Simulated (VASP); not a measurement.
# CdSe (rocksalt type) (Fm-3m) in VASP: notebook, part 2 of 2

VASP 6.6.1.

## Step 3: Electric field gradients, PBE (volume scaled by 0.97)

INCAR

```
PREC = Accurate ; ENCUT = 520
EDIFF = 1E-8 ; ISMEAR = -1
SIGMA = 0.03 ; LREAL = F
LASPH = T ; NELM = 80
ALGO = Normal ; ISIF = 2
LWAVE = F ; LCHARG = F
GGA = PE ; LEFG = T
NBANDS = 16
```

KPOINTS

```
regular mesh
0
Gamma
  12 12 12
```

POSCAR

```
CdSe
1.0
    0.0000000000      2.8400865926      2.8400865926
    2.8400865926      0.0000000000      2.8400865926
    2.8400865926      2.8400865926      0.0000000000
Cd Se
1 1
Direct
    0.0000000000      0.0000000000      0.0000000000
    0.5000000000      0.5000000000      0.5000000000
```

Potentials or basis: VASP PAW PBE potentials, release 64 (Cd, Se).

Run with:

```bash
cat potpaw_PBE.64/Cd/POTCAR potpaw_PBE.64/Se/POTCAR > POTCAR
mpirun -np 1 vasp_std > vasp.out
```

OUTCAR:

```text
PREC = Accurate
   ENCUT = 520
   EDIFF = 1E-8
   ISMEAR = -1
   LREAL = F
   LASPH = T
   NELM = 80
   ISIF = 2
   GGA = PE

 ion  position               nearest neighbor table
   1  0.000  0.000  0.000-   2 2.84   2 2.84   2 2.84   2 2.84   2 2.84   2 2.84
   2  0.500  0.500  0.500-   1 2.84   1 2.84   1 2.84   1 2.84   1 2.84   1 2.84

  LATTYP: Found a face centered cubic cell.
 ALAT       =     5.6801731852

  Lattice vectors:

 A1 = (   0.0000000000,   2.8400865926,   2.8400865926)
 A2 = (   2.8400865926,   0.0000000000,   2.8400865926)
 A3 = (   2.8400865926,   2.8400865926,   0.0000000000)

Analysis of symmetry for initial positions (statically):
=====================================================================
 Subroutine PRICEL returns:
 Original cell was already a primitive cell.

 Routine SETGRP: Setting up the symmetry group for a
 face centered cubic supercell.

 Subroutine GETGRP returns: Found 48 space group operations
 (whereof 48 operations were pure point group operations)
 out of a pool of 48 trial point group operations.

The static configuration has the point symmetry O_h .

Analysis of symmetry for dynamics (positions and initial velocities):
=====================================================================
 Subroutine PRICEL returns:
 Original cell was already a primitive cell.

 Routine SETGRP: Setting up the symmetry group for a
 face centered cubic supercell.

 Subroutine GETGRP returns: Found 48 space group operations
 (whereof 48 operations were pure point group operations)
 out of a pool of 48 trial point group operations.

The dynamic configuration has the point symmetry O_h .

[... 157 lines left out ...]
      3      -5.4039      2.00000
      4      -5.3866      2.00000
      5      -5.3866      2.00000
      6      -5.3866      2.00000
[... 433 lines left out ...]
      3      -5.5325      2.00000
      4      -5.4533      2.00000
      5      -5.2367      2.00000
      6      -5.2057      2.00000
[... 8 lines left out ...]
     15      14.6130      0.00000
     16      15.0535      0.00000

 [... further k-points ...]

------------------------ aborting loop because EDIFF is reached ----------------------------------------

  FORCE on cell =-STRESS in cart. coord.  units (eV):
  Direction    XX          YY          ZZ          XY          YZ          ZX
  --------------------------------------------------------------------------------------
  -------------------------------------------------------------------------------------
  Total        0.6621923      0.6621923      0.6621923      0.0000000     -0.0000000     -0.0000000
  in kB       23.1563418     23.1563418     23.1563418      0.0000000     -0.0000000     -0.0000000
  external PRESSURE =      23.1563418 kB  Pullay stress =       0.0000000 kB

 VOLUME and BASIS-vectors are now :
 -----------------------------------------------------------------------------
  energy-cutoff  :      520.00
  volume of cell :       45.82
      direct lattice vectors                 reciprocal lattice vectors
     0.000000000  2.840086593  2.840086593    -0.176050970  0.176050970  0.176050970
     2.840086593  0.000000000  2.840086593     0.176050970 -0.176050970  0.176050970
     2.840086593  2.840086593  0.000000000     0.176050970  0.176050970 -0.176050970

 POSITION                                       TOTAL-FORCE (eV/Angst)
 -----------------------------------------------------------------------------------
      0.00000      0.00000      0.00000         0.000000     -0.000000      0.000000
      2.84009      2.84009      2.84009        -0.000000      0.000000     -0.000000
 -----------------------------------------------------------------------------------
    total drift:                               -0.000000      0.000000      0.000000

  FREE ENERGIE OF THE ION-ELECTRON SYSTEM (eV)
  ---------------------------------------------------
  free  energy   TOTEN  =        -5.1924392105 eV

  energy  without entropy=       -5.1903674333  energy(sigma->0) =       -5.19140332

 Electric field gradients (V/A^2)
---------------------------------------------------------------------
 ion       V_xx      V_yy      V_zz      V_xy      V_xz      V_yz
---------------------------------------------------------------------
   1      -0.000    -0.000    -0.000    -0.001    -0.001    -0.001
   2      -0.000     0.000    -0.000     0.000     0.000     0.000
---------------------------------------------------------------------

 Electric field gradients after diagonalization (V/A^2)
 (convention: |V_zz| > |V_xx| > |V_yy|)
----------------------------------------------------------------------
 ion       V_xx      V_yy      V_zz     asymmetry (V_yy - V_xx)/ V_zz
----------------------------------------------------------------------
   1       0.001     0.001    -0.002       0.000
   2      -0.000    -0.000     0.000       0.000
----------------------------------------------------------------------

           NMR quadrupolar parameters

 Cq : quadrupolar parameter    Cq=e*Q*V_zz/h
 eta: asymmetry parameters     (V_yy - V_xx)/ V_zz
 Q  : nuclear electric quadrupole moment in mb (millibarn)
----------------------------------------------------------------------
 ion       Cq(MHz)       eta       Q (mb)
----------------------------------------------------------------------
   1      -0.000       0.000       1.000
   2       0.000       0.000       1.000
----------------------------------------------------------------------
```

OSZICAR:

```text
N       E                     dE             d eps       ncg     rms          rms(c)
DAV:   1     0.106563712947E+03    0.10656E+03   -0.90487E+03  2352   0.104E+03
DAV:   2    -0.192227789962E+01   -0.10849E+03   -0.10188E+03  2808   0.252E+02
DAV:   3    -0.560247247817E+01   -0.36802E+01   -0.36740E+01  2768   0.482E+01
DAV:   4    -0.561371885074E+01   -0.11246E-01   -0.11246E-01  2888   0.267E+00
DAV:   5    -0.561376807585E+01   -0.49225E-04   -0.49225E-04  2808   0.155E-01    0.574E+00
DAV:   6    -0.521897540273E+01    0.39479E+00   -0.58454E-01  3064   0.917E+00    0.485E+00
DAV:   7    -0.519285502402E+01    0.26120E-01   -0.12956E-01  2760   0.253E+00    0.222E+00
DAV:   8    -0.519256176700E+01    0.29326E-03   -0.14327E-02  2664   0.147E+00    0.285E-01
DAV:   9    -0.519245026857E+01    0.11150E-03   -0.17363E-03  2816   0.538E-01    0.528E-02
DAV:  10    -0.519242752552E+01    0.22743E-04   -0.26019E-04  2824   0.192E-01    0.308E-02
DAV:  11    -0.519244111557E+01   -0.13590E-04   -0.40862E-05  2736   0.573E-02    0.935E-03
DAV:  12    -0.519243947560E+01    0.16400E-05   -0.53063E-06  2704   0.232E-02    0.372E-03
DAV:  13    -0.519243903525E+01    0.44034E-06   -0.72429E-07  2760   0.745E-03    0.419E-03
DAV:  14    -0.519243920903E+01   -0.17377E-06   -0.13865E-07  2784   0.333E-03    0.456E-04
DAV:  15    -0.519243921052E+01   -0.14920E-08   -0.12346E-08  2360   0.903E-04
   1 F= -.51924392E+01 E0= -.51914033E+01  d E =-.207178E-02
```

stdout:

```text
POSCAR found type information on POSCAR CdSe
 POSCAR found :  2 types and       2 ions
 scaLAPACK will be used
 LDA part: xc-table for (Slater+PW92), standard interpolation
 POSCAR, INCAR and KPOINTS ok, starting setup
 FFT: planning ... GRIDC
 FFT: planning ... GRID_SOFT
 FFT: planning ... GRID
 WAVECAR not read
 entering main loop
ion   1

ion   2
```

Wall time 58 s (1 thread of Intel Xeon Platinum 8259CL at 2.50GHz (Skylake/Cascade Lake), shared host); peak memory 0.2 GiB.

Results:

* Free energy: -5.1924 eV
* Pressure: 2.3 GPa
* Band gap on the k mesh: zero (band 9 reaches 2.57 eV, above the bottom of band 10 at 2.13 eV)

Caveat: the cell differs from its parent crystal (volume scaled by 0.97); without QUAD_EFG the Cq values of the log hold for a quadrupole moment of 1 mb, not for the nuclei.

## Step 4: Electric field gradients, PBE

This run uses another cell than the first one, of 23.62 Å³/atom, 1.063 times its volume.

INCAR

```
SYSTEM = CdSe
ALGO     = Normal         ! electronic algorithm
EDIFF    = 1E-8           ! SCF threshold, eV
ENCUT    = 520            ! plane-wave cutoff, eV
GGA      = PE             ! functional
ISIF     = 2              ! what is computed and relaxed
ISMEAR   = -1             ! smearing method
LASPH    = .True.         ! aspherical terms in the spheres
LCHARG   = .False.        ! write CHGCAR
LEFG     = .True.       
LREAL    = .False.        ! projectors in reciprocal space
LWAVE    = .False.        ! write WAVECAR
NBANDS   = 16             ! bands
NELM     = 100            ! most SCF steps
PREC     = Accurate       ! precision mode
SIGMA    = 0.03           ! smearing width, eV
```

KPOINTS

```
k-points
0
Gamma
  12 12 12
  0 0 0
```

POSCAR

```
CdSe
1.0
    0.0000000000      2.8690690698      2.8690690698
    2.8690690698      0.0000000000      2.8690690698
    2.8690690698      2.8690690698      0.0000000000
Cd Se
1 1
Direct
    0.0000000000      0.0000000000      0.0000000000
    0.5000000000      0.5000000000      0.5000000000
```

Potentials or basis: VASP PAW PBE potentials, release 64 (Cd, Se).

Run with:

```bash
cat potpaw_PBE.64/Cd/POTCAR potpaw_PBE.64/Se/POTCAR > POTCAR
mpirun -np 1 vasp_std > vasp.out
```

OUTCAR:

```text
SYSTEM = CdSe
   EDIFF = 1E-8
   ENCUT = 520
   GGA = PE
   ISIF = 2
   ISMEAR = -1
   LASPH = .True.
   LREAL = .False.
   NELM = 100
   PREC = Accurate

 ion  position               nearest neighbor table
   1  0.000  0.000  0.000-   2 2.87   2 2.87   2 2.87   2 2.87   2 2.87   2 2.87
   2  0.500  0.500  0.500-   1 2.87   1 2.87   1 2.87   1 2.87   1 2.87   1 2.87

  LATTYP: Found a face centered cubic cell.
 ALAT       =     5.7381381396

  Lattice vectors:

 A1 = (   0.0000000000,   2.8690690698,   2.8690690698)
[... 668 lines left out ...]
  ---------------------------------------------------
  free  energy   TOTEN  =        -5.2037660006 eV

  energy  without entropy=       -5.2016904890  energy(sigma->0) =       -5.20272824

 Electric field gradients (V/A^2)
---------------------------------------------------------------------
 ion       V_xx      V_yy      V_zz      V_xy      V_xz      V_yz
---------------------------------------------------------------------
   1       0.000    -0.000    -0.000    -0.002    -0.002    -0.002
   2      -0.000     0.000     0.000     0.000     0.000     0.000
---------------------------------------------------------------------

 Electric field gradients after diagonalization (V/A^2)
 (convention: |V_zz| > |V_xx| > |V_yy|)
----------------------------------------------------------------------
 ion       V_xx      V_yy      V_zz     asymmetry (V_yy - V_xx)/ V_zz
----------------------------------------------------------------------
   1       0.002     0.002    -0.004       0.000
   2      -0.000    -0.000     0.000       0.000
----------------------------------------------------------------------

           NMR quadrupolar parameters

 Cq : quadrupolar parameter    Cq=e*Q*V_zz/h
 eta: asymmetry parameters     (V_yy - V_xx)/ V_zz
 Q  : nuclear electric quadrupole moment in mb (millibarn)
----------------------------------------------------------------------
 ion       Cq(MHz)       eta       Q (mb)
----------------------------------------------------------------------
   1      -0.000       0.000       1.000
   2       0.000       0.000       1.000
----------------------------------------------------------------------
```

OSZICAR:

```text
N       E                     dE             d eps       ncg     rms          rms(c)
DAV:   1     0.106534826639E+03    0.10653E+03   -0.90289E+03  2360   0.103E+03
DAV:   2    -0.189896045425E+01   -0.10843E+03   -0.10156E+03  2816   0.251E+02
DAV:   3    -0.562169374300E+01   -0.37227E+01   -0.37150E+01  2768   0.482E+01
DAV:   4    -0.563329579570E+01   -0.11602E-01   -0.11602E-01  2872   0.270E+00
DAV:   5    -0.563334747253E+01   -0.51677E-04   -0.51677E-04  2824   0.158E-01    0.536E+00
DAV:   6    -0.522996172829E+01    0.40339E+00   -0.60346E-01  3040   0.898E+00    0.459E+00
DAV:   7    -0.520427792476E+01    0.25684E-01   -0.12505E-01  2696   0.248E+00    0.213E+00
DAV:   8    -0.520387822763E+01    0.39970E-03   -0.13470E-02  2760   0.141E+00    0.275E-01
DAV:   9    -0.520377541320E+01    0.10281E-03   -0.17232E-03  2736   0.510E-01    0.565E-02
DAV:  10    -0.520375426153E+01    0.21152E-04   -0.26290E-04  2872   0.189E-01    0.322E-02
DAV:  11    -0.520376733253E+01   -0.13071E-04   -0.41881E-05  2656   0.567E-02    0.100E-02
DAV:  12    -0.520376624122E+01    0.10913E-05   -0.39748E-06  2624   0.172E-02    0.360E-03
DAV:  13    -0.520376584020E+01    0.40102E-06   -0.64649E-07  2760   0.706E-03    0.421E-03
DAV:  14    -0.520376599968E+01   -0.15948E-06   -0.13765E-07  2808   0.326E-03    0.329E-04
DAV:  15    -0.520376600058E+01   -0.89517E-09   -0.12662E-08  2416   0.862E-04
   1 F= -.52037660E+01 E0= -.52027282E+01  d E =-.207551E-02
```

It took 58 s on 1 thread of Intel Xeon Platinum 8259CL at 2.50GHz (Skylake/Cascade Lake), shared host; peak memory 0.2 GiB.

Results:

```
Free energy            : -5.2038 eV
Pressure               : 0.3 GPa
Band gap on the k mesh : zero (band 9 reaches 2.29 eV, above the bottom of band 10 at 1.86 eV)
```

Caveat: without QUAD_EFG the Cq values of the log hold for a quadrupole moment of 1 mb, not for the nuclei.

## Step 5: Electric field gradients, PBE

This run uses another cell than the first one, of 23.62 Å³/atom, 1.063 times its volume.

INCAR

```
PREC     = Accurate       # precision mode
ENCUT    = 520            # plane-wave cutoff, eV
EDIFF    = 1E-8           # SCF threshold, eV
ISMEAR   = -1             # smearing method
SIGMA    = 0.03           # smearing width, eV
LREAL    = F              # projectors in reciprocal space
LASPH    = T              # aspherical terms in the spheres
NELM     = 100            # most SCF steps
ALGO     = Normal         # electronic algorithm
ISIF     = 2              # what is computed and relaxed
LWAVE    = F              # write WAVECAR
LCHARG   = F              # write CHGCAR
GGA      = PE             # functional
LEFG     = T            
NBANDS   = 16             # bands
```

KPOINTS

```
regular mesh
0
Gamma
  12 12 12
```

POSCAR is that of step 4.

Potentials or basis: VASP PAW PBE potentials, release 64 (Cd, Se).

Run with:

```bash
cat potpaw_PBE.64/Cd/POTCAR potpaw_PBE.64/Se/POTCAR > POTCAR
mpirun -np 1 vasp_std > vasp.out
```

OUTCAR:

```text
PREC = Accurate
   ENCUT = 520
   EDIFF = 1E-8
   ISMEAR = -1
   LREAL = F
   LASPH = T
   NELM = 100
   ISIF = 2
   GGA = PE

 ion  position               nearest neighbor table
   1  0.000  0.000  0.000-   2 2.87   2 2.87   2 2.87   2 2.87   2 2.87   2 2.87
   2  0.500  0.500  0.500-   1 2.87   1 2.87   1 2.87   1 2.87   1 2.87   1 2.87

  LATTYP: Found a face centered cubic cell.
 ALAT       =     5.7381381396

  Lattice vectors:

 A1 = (   0.0000000000,   2.8690690698,   2.8690690698)
 A2 = (   2.8690690698,   0.0000000000,   2.8690690698)
[... 667 lines left out ...]
  ---------------------------------------------------
  free  energy   TOTEN  =        -5.2037660006 eV

  energy  without entropy=       -5.2016904890  energy(sigma->0) =       -5.20272824

 Electric field gradients (V/A^2)
---------------------------------------------------------------------
 ion       V_xx      V_yy      V_zz      V_xy      V_xz      V_yz
---------------------------------------------------------------------
   1       0.000    -0.000    -0.000    -0.002    -0.002    -0.002
   2      -0.000     0.000     0.000     0.000     0.000     0.000
---------------------------------------------------------------------

 Electric field gradients after diagonalization (V/A^2)
 (convention: |V_zz| > |V_xx| > |V_yy|)
----------------------------------------------------------------------
 ion       V_xx      V_yy      V_zz     asymmetry (V_yy - V_xx)/ V_zz
----------------------------------------------------------------------
   1       0.002     0.002    -0.004       0.000
   2      -0.000    -0.000     0.000       0.000
----------------------------------------------------------------------

           NMR quadrupolar parameters

 Cq : quadrupolar parameter    Cq=e*Q*V_zz/h
 eta: asymmetry parameters     (V_yy - V_xx)/ V_zz
 Q  : nuclear electric quadrupole moment in mb (millibarn)
----------------------------------------------------------------------
 ion       Cq(MHz)       eta       Q (mb)
----------------------------------------------------------------------
   1      -0.000       0.000       1.000
   2       0.000       0.000       1.000
----------------------------------------------------------------------
```

OSZICAR:

```text
N       E                     dE             d eps       ncg     rms          rms(c)
DAV:   1     0.106534826639E+03    0.10653E+03   -0.90289E+03  2360   0.103E+03
DAV:   2    -0.189896045425E+01   -0.10843E+03   -0.10156E+03  2816   0.251E+02
DAV:   3    -0.562169374300E+01   -0.37227E+01   -0.37150E+01  2768   0.482E+01
DAV:   4    -0.563329579570E+01   -0.11602E-01   -0.11602E-01  2872   0.270E+00
DAV:   5    -0.563334747253E+01   -0.51677E-04   -0.51677E-04  2824   0.158E-01    0.536E+00
DAV:   6    -0.522996172829E+01    0.40339E+00   -0.60346E-01  3040   0.898E+00    0.459E+00
DAV:   7    -0.520427792476E+01    0.25684E-01   -0.12505E-01  2696   0.248E+00    0.213E+00
DAV:   8    -0.520387822763E+01    0.39970E-03   -0.13470E-02  2760   0.141E+00    0.275E-01
DAV:   9    -0.520377541320E+01    0.10281E-03   -0.17232E-03  2736   0.510E-01    0.565E-02
DAV:  10    -0.520375426153E+01    0.21152E-04   -0.26290E-04  2872   0.189E-01    0.322E-02
DAV:  11    -0.520376733253E+01   -0.13071E-04   -0.41881E-05  2656   0.567E-02    0.100E-02
DAV:  12    -0.520376624122E+01    0.10913E-05   -0.39748E-06  2624   0.172E-02    0.360E-03
DAV:  13    -0.520376584020E+01    0.40102E-06   -0.64649E-07  2760   0.706E-03    0.421E-03
DAV:  14    -0.520376599968E+01   -0.15948E-06   -0.13765E-07  2808   0.326E-03    0.329E-04
DAV:  15    -0.520376600058E+01   -0.89517E-09   -0.12662E-08  2416   0.862E-04
   1 F= -.52037660E+01 E0= -.52027282E+01  d E =-.207551E-02
```

stdout:

```text
POSCAR found type information on POSCAR CdSe
 POSCAR found :  2 types and       2 ions
 scaLAPACK will be used
 LDA part: xc-table for (Slater+PW92), standard interpolation
 POSCAR, INCAR and KPOINTS ok, starting setup
 FFT: planning ... GRIDC
 FFT: planning ... GRID_SOFT
 FFT: planning ... GRID
 WAVECAR not read
 entering main loop
ion   1

ion   2
```

Wall time 48 s (1 thread of Intel Xeon Platinum 8259CL at 2.50GHz (Skylake/Cascade Lake), shared host); peak memory 0.2 GiB.

What came out:

* Free energy: -5.2038 eV
* Pressure: 0.3 GPa
* Band gap on the k mesh: zero (band 9 reaches 2.29 eV, above the bottom of band 10 at 1.86 eV)

Caveat: without QUAD_EFG the Cq values of the log hold for a quadrupole moment of 1 mb, not for the nuclei.

## Step 6: Overview

| cell | gap on the mesh (eV) | pressure (GPa) |
| --- | --- | --- |
| a = 3.975 Å, angles 60.0°, 2 atoms | none | 4.7 |
| a = 4.016 Å, angles 60.0°, 2 atoms | none | 2.3 |
| a = 4.057 Å, angles 60.0°, 2 atoms | none | 0.3 |

Alike in all rows: task electric field gradients; level PBE; potentials or basis VASP PAW PBE potentials, release 64 (Cd, Se); no spin polarisation; k mesh 12 × 12 × 12; cutoff (eV) 520; smearing fermi-dirac 0.03 eV.

Absolute energies hang on the potentials; compare differences alone.
